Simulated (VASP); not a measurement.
# Pd (Pm-3m) in VASP: further runs, part 3 of 3

VASP 6.6.1. Earlier steps stand in the parts before.

**5. Single point, RPBE**

This run uses another cell than the first one, of 18.49 Å³/atom, 1.136 times its volume.

Contents of INCAR:

```
PREC = Accurate
ENCUT = 520
EDIFF = 1E-7
ISMEAR = -1
SIGMA = 0.1
LREAL = F
LASPH = T
NELM = 80
ALGO = Normal
ISIF = 2
LWAVE = F
LCHARG = T
GGA = RP
LELF = T
LVHAR = T
NBANDS = 11
```

Contents of KPOINTS:

```
Automatic mesh
0
Gamma
  12 12 12
```

Contents of POSCAR:

```
Pd
1.0
    2.6443812518      0.0000000000      0.0000000000
    0.0000000000      2.6443812518      0.0000000000
    0.0000000000      0.0000000000      2.6443812518
Pd
1
Direct
    0.0000000000      0.0000000000      0.0000000000
```

Potentials or basis: VASP PAW PBE potentials, release 64 (Pd).

Started as:

```
$ cat potpaw_PBE.64/Pd/POTCAR > POTCAR
$ mpirun -np 1 vasp_std > vasp.out
```

OUTCAR:

```text
PREC = Accurate
   ENCUT = 520
   EDIFF = 1E-7
   ISMEAR = -1
   LREAL = F
   LASPH = T
   NELM = 80
   ISIF = 2
   GGA = RP

 ion  position               nearest neighbor table
   1  0.000  0.000  0.000-

  LATTYP: Found a simple cubic cell.
 ALAT       =     2.6443812518

  Lattice vectors:

 A1 = (   2.6443812518,   0.0000000000,   0.0000000000)
 A2 = (   0.0000000000,   2.6443812518,   0.0000000000)
 A3 = (   0.0000000000,   0.0000000000,   2.6443812518)

Analysis of symmetry for initial positions (statically):
=====================================================================
 Subroutine PRICEL returns:
 Original cell was already a primitive cell.

 Routine SETGRP: Setting up the symmetry group for a
 simple cubic supercell.

 Subroutine GETGRP returns: Found 48 space group operations
 (whereof 48 operations were pure point group operations)
 out of a pool of 48 trial point group operations.

The static configuration has the point symmetry O_h .

Analysis of symmetry for dynamics (positions and initial velocities):
=====================================================================
 Subroutine PRICEL returns:
 Original cell was already a primitive cell.

 Routine SETGRP: Setting up the symmetry group for a
 simple cubic supercell.

 Subroutine GETGRP returns: Found 48 space group operations
 (whereof 48 operations were pure point group operations)
 out of a pool of 48 trial point group operations.

The dynamic configuration has the point symmetry O_h .

 Subroutine INISYM returns: Found 48 space group operations
 (whereof 48 operations are pure point group operations),
 and found     1 'primitive' translations

----------------------------------------------------------------------------------------

                                     Primitive cell

  volume of cell :      18.4915

  direct lattice vectors                    reciprocal lattice vectors
     2.644381252  0.000000000  0.000000000     0.378160297  0.000000000  0.000000000
     0.000000000  2.644381252  0.000000000     0.000000000  0.378160297  0.000000000
     0.000000000  0.000000000  2.644381252     0.000000000  0.000000000  0.378160297

  length of vectors
     2.644381252  2.644381252  2.644381252     0.378160297  0.378160297  0.378160297

  position of ions in fractional coordinates (direct lattice)
     0.000000000  0.000000000  0.000000000

  ion indices of the primitive-cell ions
   primitive index   ion index
                 1           1

----------------------------------------------------------------------------------------

 KPOINTS: Automatic mesh

Automatic generation of k-mesh.
 Grid dimensions read from file:
 generate k-points for:   12   12   12

 Generating k-lattice:

  Cartesian coordinates                     Fractional coordinates (reciprocal lattice)
     0.031513358  0.000000000  0.000000000     0.083333333  0.000000000  0.000000000
     0.000000000  0.031513358  0.000000000     0.000000000  0.083333333  0.000000000
     0.000000000  0.000000000  0.031513358     0.000000000  0.000000000  0.083333333

  Length of vectors
     0.031513358  0.031513358  0.031513358

  Shift w.r.t. Gamma in fractional coordinates (k-lattice)
     0.000000000  0.000000000  0.000000000

 Subroutine IBZKPT returns following result:
 ===========================================

 Found     84 irreducible k-points:

 Following reciprocal coordinates:
            Coordinates               Weight
  0.000000  0.000000  0.000000      1.000000
  0.083333  0.000000  0.000000      6.000000
  0.166667  0.000000  0.000000      6.000000
  0.250000  0.000000  0.000000      6.000000
  0.333333  0.000000  0.000000      6.000000
  0.416667  0.000000  0.000000      6.000000
[... 16 lines left out ...]
  0.333333  0.333333  0.000000     12.000000
  0.416667  0.333333  0.000000     24.000000
 [... further k-points ...]
   k-points           NKPTS =     84   k-points in BZ     NKDIM =     84   number of bands    NBANDS=     11
   number of dos      NEDOS =    301   number of ions     NIONS =      1
   total plane-waves  NPLWV =   8000
   dimension x,y,z NGX =    20 NGY =   20 NGZ =   20
   dimension x,y,z NGXF=    40 NGYF=   40 NGZF=   40
   ions per type =               1
   NGX,Y,Z   is equivalent  to a cutoff of  12.57, 12.57, 12.57 a.u.
   NGXF,Y,Z  is equivalent  to a cutoff of  25.15, 25.15, 25.15 a.u.
 SYSTEM =  unknown system
   PREC   = accura    normal or accurate (medium, high low for compatibility)
   ISTART =      0    job   : 0-new  1-cont  2-samecut
   ICHARG =      2    charge: 1-file 2-atom 10-const
   ISPIN  =      1    spin polarized calculation?
   LNONCOLLINEAR =      F non collinear calculations
   LSORBIT =      F    spin-orbit coupling
   LASPH  =      T    aspherical Exc in radial PAW
   ENCUT  =  520.0 eV  38.22 Ry    6.18 a.u.   4.92  4.92  4.92*2*pi/ulx,y,z
   NELM   =     80;   NELMIN=  2; NELMDL= -5     # of ELM steps
   EDIFF  = 0.1E-06   stopping-criterion for ELM
   LREAL  =      F    real-space projection
   EDIFFG = 0.1E-05   stopping-criterion for IOM
   NSW    =      0    number of steps for IOM
   IBRION =     -1    ionic relax: 0-MD 1-quasi-New 2-CG
   NFREE  =      0    steps in history (QN), initial steepest desc. (CG)
   ISIF   =      2    stress and relaxation
   ISYM   =      2    0-nonsym 1-usesym 2-fastsym
   POTIM  = 0.5000    time-step for ionic-motion
   TEBEG  =    0.0;   TEEND  =   0.0 temperature during run
   PSTRESS=    0.0 pullay stress
   NELECT =      10.0000    total number of electrons
   NUPDOWN=      -1.0000    fix difference up-down
   EMIN   =  10.00;   EMAX   =-10.00  energy-range for DOS
   EFERMI =   0.00;   METHOD = LEGACY
   ISMEAR =    -1;   SIGMA  =   0.10  broadening in eV -4-tet -1-fermi 0-gaus
   EFERMI_NEDOS =   21; number of points for ismear=-14 and -15
   IALGO  =     38    algorithm
   IMIX   =      4    mixing-type and parameters
     AMIX     =   0.40;   BMIX     =  1.00
     AMIX_MAG =   1.60;   BMIX_MAG =  1.00
  volume/ion in A,a.u.               =      18.49       124.79
  Fermi-wavevector in a.u.,A,eV,Ry     =   1.333780  2.520478 24.204332  1.778968
  Thomas-Fermi vector in A             =   2.462612
   LORBIT       =      0    0 simple, 1 ext, 2 COOP (PROOUT), +10 PAW based schemes
   GGA     = RP    functional components
   LHFCALC =     F    Hartree Fock is set to
   AEXX    =    0.0000 exact exchange contribution
   IVDW    =     0    specifies the selected vdW correction
   LEPSILON=     F    determine dielectric tensor
   LRPA    =     F    only Hartree local field effects (RPA)
 non-spin polarized calculation
  energy-cutoff  :      520.00
  volume of cell :       18.49
 maximum number of plane-waves:       516
 NGX is ok and might be reduce to    20
   NGX =  9   NGY =  9   NGZ =  9

 number of electron      10.0000000 magnetization

 number of electron       9.9999997 magnetization

 Free energy of the ion-electron system (eV)
  ---------------------------------------------------
  ext. energy  EPLUGINS =         0.00000000
  ---------------------------------------------------
  free energy    TOTEN  =        -4.18742253 eV

  energy without entropy =       -4.14163557  energy(sigma->0) =       -4.16452905

 E-fermi :   6.8087     XC(G=0): -11.5610

 val. band max:        6.8080891927   @ k =   0.4167   0.0833   0.0000
 cond. band min:       6.8144665079   @ k =   0.1667   0.0000   0.0000
 fundamental gap:      0.0063773151
 Fermi energy:         6.8086612573

 k-point     1 :       0.0000    0.0000    0.0000
  band No.  band energies     occupation
      1       1.1632      2.00000
      2       2.5878      2.00000
      3       2.5878      2.00000
      4       6.7816      1.13438
      5       6.7816      1.13438
      6       6.7816      1.13438
      7      23.0209      0.00000
      8      23.0209      0.00000
      9      23.0209      0.00000
     10      29.0664      0.00000
     11      29.0927      0.00000
[... 309 lines left out ...]
 k-point    24 :       0.4167    0.3333    0.0000
  band No.  band energies     occupation
      1       2.9768      2.00000
      2       3.4416      2.00000
      3       5.6330      1.99998
      4       5.9048      1.99976
      5       6.1900      1.99590
      6       9.4608      0.00000
      7      13.5649      0.00000
      8      19.1960      0.00000
      9      22.2867      0.00000
     10      28.7160      0.00000
     11      31.3035      0.00000

 [... further k-points ...]

------------------------ aborting loop because EDIFF is reached ----------------------------------------

  FORCE on cell =-STRESS in cart. coord.  units (eV):
  Direction    XX          YY          ZZ          XY          YZ          ZX
  --------------------------------------------------------------------------------------
  -------------------------------------------------------------------------------------
  Total       -0.0235719     -0.0235719     -0.0235719     -0.0000000      0.0000000     -0.0000000
  in kB       -2.0423649     -2.0423649     -2.0423649     -0.0000000      0.0000000     -0.0000000
  external PRESSURE =      -2.0423649 kB  Pullay stress =       0.0000000 kB

 VOLUME and BASIS-vectors are now :
 -----------------------------------------------------------------------------
  energy-cutoff  :      520.00
  volume of cell :       18.49
      direct lattice vectors                 reciprocal lattice vectors
     2.644381252  0.000000000  0.000000000     0.378160297  0.000000000  0.000000000
     0.000000000  2.644381252  0.000000000     0.000000000  0.378160297  0.000000000
     0.000000000  0.000000000  2.644381252     0.000000000  0.000000000  0.378160297

 POSITION                                       TOTAL-FORCE (eV/Angst)
 -----------------------------------------------------------------------------------
      0.00000      0.00000      0.00000         0.000000      0.000000      0.000000
 -----------------------------------------------------------------------------------
    total drift:                               -0.000000     -0.000000     -0.000000

  FREE ENERGIE OF THE ION-ELECTRON SYSTEM (eV)
  ---------------------------------------------------
  free  energy   TOTEN  =        -4.1874225345 eV

  energy  without entropy=       -4.1416355664  energy(sigma->0) =       -4.16452905
```

OSZICAR:

```text
N       E                     dE             d eps       ncg     rms          rms(c)
DAV:   1     0.428186341329E+02    0.42819E+02   -0.49285E+03  1848   0.818E+02
DAV:   2    -0.367688524036E+01   -0.46496E+02   -0.44731E+02  2067   0.175E+02
DAV:   3    -0.429420961596E+01   -0.61732E+00   -0.61349E+00  2176   0.215E+01
DAV:   4    -0.429838212030E+01   -0.41725E-02   -0.41720E-02  2180   0.186E+00
DAV:   5    -0.429844944499E+01   -0.67325E-04   -0.67325E-04  2338   0.214E-01    0.459E+00
DAV:   6    -0.419008962442E+01    0.10836E+00   -0.50994E-01  2013   0.562E+00    0.252E+00
DAV:   7    -0.418802028366E+01    0.20693E-02   -0.26374E-03  2208   0.545E-01    0.142E+00
DAV:   8    -0.418740659495E+01    0.61369E-03   -0.12666E-03  2046   0.287E-01    0.207E-02
DAV:   9    -0.418742123583E+01   -0.14641E-04   -0.14488E-05  2585   0.318E-02    0.936E-03
DAV:  10    -0.418742257372E+01   -0.13379E-05   -0.22377E-06  2136   0.124E-02    0.795E-04
DAV:  11    -0.418742253454E+01    0.39183E-07   -0.28071E-08  1505   0.121E-03
   1 F= -.41874225E+01 E0= -.41645291E+01  d E =-.457870E-01
```

stdout:

```text
POSCAR found type information on POSCAR Pd
 POSCAR found :  1 types and       1 ions
 scaLAPACK will be used
 -----------------------------------------------------------------------------
|                                                                             |
|                                                                             |
|     You enforced a specific xc type in the INCAR file but a different       |
|     I HOPE YOU KNOW WHAT YOU ARE DOING!                                     |
|                                                                             |
 -----------------------------------------------------------------------------

 LDA part: xc-table for (Slater+PW92), standard interpolation
 POSCAR, INCAR and KPOINTS ok, starting setup
 FFT: planning ... GRIDC
 FFT: planning ... GRID_SOFT
 FFT: planning ... GRID
 WAVECAR not read
 entering main loop
```

It took 11 s on 1 thread of AMD EPYC 7R43 (Zen 3), shared host; peak memory 0.1 GiB.

Results:

```
Free energy            : -4.1874 eV
Pressure               : -0.2 GPa
Band gap on the k mesh : zero (band 5 reaches 7.93 eV, above the bottom of band 6 at 6.18 eV)
```

Levels at points of the mesh, in eV from the Fermi level:
| k point | band 2 | band 3 | band 4 | band 5 | band 6 | band 7 | band 8 | band 9 |
| --- | --- | --- | --- | --- | --- | --- | --- | --- |
| (0.00, 0.00, 0.00) | -4.22 | -4.22 | -0.03 | -0.03 | -0.03 | 16.21 | 16.21 | 16.21 |
| (0.50, 0.00, 0.00) | -3.65 | -1.45 | -1.45 | 0.11 | 0.57 | 4.64 | 18.19 | 20.86 |
| (0.50, 0.50, 0.00) | -3.18 | -1.19 | -1.19 | 1.04 | 5.52 | 5.52 | 11.04 | 12.04 |
| (0.50, 0.50, 0.50) | -3.60 | -3.60 | 1.13 | 1.13 | 10.92 | 10.92 | 10.92 | 11.10 |

Caveat: the PAW data sets were made with another functional, which shifts forces and pressure a little.

**6. Single point, RPBE**

This run uses another cell than the first one, of 18.49 Å³/atom, 1.136 times its volume.

Contents of INCAR:

```
PREC = Accurate
ENCUT = 520
EDIFF = 1E-6
ISMEAR = -1
SIGMA = 0.1
LREAL = False
LASPH = True
NELM = 60
ALGO = Normal
ISIF = 2
LWAVE = False
LCHARG = True
GGA = RP
LELF = True
LVHAR = True
NBANDS = 11
```

Contents of KPOINTS:

```
regular mesh
0
Gamma
  13 13 13
```

POSCAR is that of step 5.

Potentials or basis: VASP PAW PBE potentials, release 64 (Pd).

Started as:

```
$ cat potpaw_PBE.64/Pd/POTCAR > POTCAR
$ mpirun -np 1 vasp_std > vasp.out
```

OUTCAR:

```text
PREC = Accurate
   ENCUT = 520
   EDIFF = 1E-6
   ISMEAR = -1
   LREAL = False
   LASPH = True
   NELM = 60
   ISIF = 2
   GGA = RP

 ion  position               nearest neighbor table
   1  0.000  0.000  0.000-

  LATTYP: Found a simple cubic cell.
 ALAT       =     2.6443812518

  Lattice vectors:

 A1 = (   2.6443812518,   0.0000000000,   0.0000000000)
 A2 = (   0.0000000000,   2.6443812518,   0.0000000000)
[... 515 lines left out ...]
      9      23.5917      0.00000
     10      28.5910      0.00000
     11      30.6669      0.00000

 [... further k-points ...]

------------------------ aborting loop because EDIFF is reached ----------------------------------------

  FORCE on cell =-STRESS in cart. coord.  units (eV):
  Direction    XX          YY          ZZ          XY          YZ          ZX
  --------------------------------------------------------------------------------------
  -------------------------------------------------------------------------------------
  Total       -0.0379590     -0.0379590     -0.0379590     -0.0000000      0.0000000      0.0000000
  in kB       -3.2889190     -3.2889190     -3.2889190     -0.0000000      0.0000000      0.0000000
  external PRESSURE =      -3.2889190 kB  Pullay stress =       0.0000000 kB

 VOLUME and BASIS-vectors are now :
 -----------------------------------------------------------------------------
  energy-cutoff  :      520.00
  volume of cell :       18.49
      direct lattice vectors                 reciprocal lattice vectors
     2.644381252  0.000000000  0.000000000     0.378160297  0.000000000  0.000000000
     0.000000000  2.644381252  0.000000000     0.000000000  0.378160297  0.000000000
     0.000000000  0.000000000  2.644381252     0.000000000  0.000000000  0.378160297

 POSITION                                       TOTAL-FORCE (eV/Angst)
 -----------------------------------------------------------------------------------
      0.00000      0.00000      0.00000         0.000000      0.000000      0.000000
 -----------------------------------------------------------------------------------
    total drift:                               -0.000000     -0.000000     -0.000000

  FREE ENERGIE OF THE ION-ELECTRON SYSTEM (eV)
  ---------------------------------------------------
  free  energy   TOTEN  =        -4.1868058622 eV

  energy  without entropy=       -4.1414115577  energy(sigma->0) =       -4.16410871
```

OSZICAR:

```text
N       E                     dE             d eps       ncg     rms          rms(c)
DAV:   1     0.426071267986E+02    0.42607E+02   -0.49522E+03  1848   0.815E+02
DAV:   2    -0.366677603744E+01   -0.46274E+02   -0.44338E+02  2066   0.173E+02
DAV:   3    -0.429739205133E+01   -0.63062E+00   -0.62848E+00  2209   0.219E+01
DAV:   4    -0.430132460876E+01   -0.39326E-02   -0.39321E-02  2165   0.177E+00
DAV:   5    -0.430138917166E+01   -0.64563E-04   -0.64562E-04  2316   0.199E-01    0.461E+00
DAV:   6    -0.418948043530E+01    0.11191E+00   -0.49380E-01  2046   0.560E+00    0.252E+00
DAV:   7    -0.418739990295E+01    0.20805E-02   -0.21869E-03  2224   0.500E-01    0.140E+00
DAV:   8    -0.418679213945E+01    0.60776E-03   -0.12821E-03  2067   0.289E-01    0.216E-02
DAV:   9    -0.418680369513E+01   -0.11556E-04   -0.12275E-05  2703   0.291E-02    0.827E-03
DAV:  10    -0.418680589999E+01   -0.22049E-05   -0.21601E-06  2147   0.127E-02    0.801E-04
DAV:  11    -0.418680586222E+01    0.37761E-07   -0.16733E-08  1149   0.103E-03
   1 F= -.41868059E+01 E0= -.41641087E+01  d E =-.453943E-01
```

stdout:

```text
POSCAR found type information on POSCAR Pd
 POSCAR found :  1 types and       1 ions
 scaLAPACK will be used
 -----------------------------------------------------------------------------
|                                                                             |
|                                                                             |
|     You enforced a specific xc type in the INCAR file but a different       |
|     I HOPE YOU KNOW WHAT YOU ARE DOING!                                     |
|                                                                             |
 -----------------------------------------------------------------------------

 LDA part: xc-table for (Slater+PW92), standard interpolation
 POSCAR, INCAR and KPOINTS ok, starting setup
 FFT: planning ... GRIDC
 FFT: planning ... GRID_SOFT
 FFT: planning ... GRID
 WAVECAR not read
 entering main loop
```

It took 11 s on 1 thread of AMD EPYC 7R43 (Zen 3), shared host; peak memory 0.1 GiB.

Results:

```yaml
Free_energy: -4.1868 eV
Pressure: -0.3 GPa
Band_gap_on_the_k_mesh: zero (band 5 reaches 7.79 eV, above the bottom of band 6 at 6.22 eV)
```

Levels at points of the mesh, in eV from the Fermi level:
| k point | band 2 | band 3 | band 4 | band 5 | band 6 | band 7 | band 8 | band 9 |
| --- | --- | --- | --- | --- | --- | --- | --- | --- |
| (0.00, 0.00, 0.00) | -4.25 | -4.25 | -0.05 | -0.05 | -0.05 | 16.20 | 16.20 | 16.20 |

Caveat: the PAW data sets were made with another functional, which shifts forces and pressure a little.

**7. The runs side by side**

| cell | k mesh | gap on the mesh (eV) | pressure (GPa) |
| --- | --- | --- | --- |
| a = 2.534 Å, 1 atom | 13 × 13 × 13 | none | 18.3 |
| a = 2.572 Å, 1 atom | 13 × 13 × 13 | none | 10.4 |
| a = 2.609 Å, 1 atom | 13 × 13 × 13 | none | 4.4 |
| a = 2.644 Å, 1 atom | 12 × 12 × 12 | none | -0.2 |
| a = 2.644 Å, 1 atom | 13 × 13 × 13 | none | -0.3 |

Alike in all rows: task single point; level RPBE; potentials or basis VASP PAW PBE potentials, release 64 (Pd); no spin polarisation; cutoff (eV) 520; smearing fermi-dirac 0.1 eV.

Caveats: the PAW data sets were made with another functional, which shifts forces and pressure a little.

Absolute energies hang on the potentials; compare differences alone.
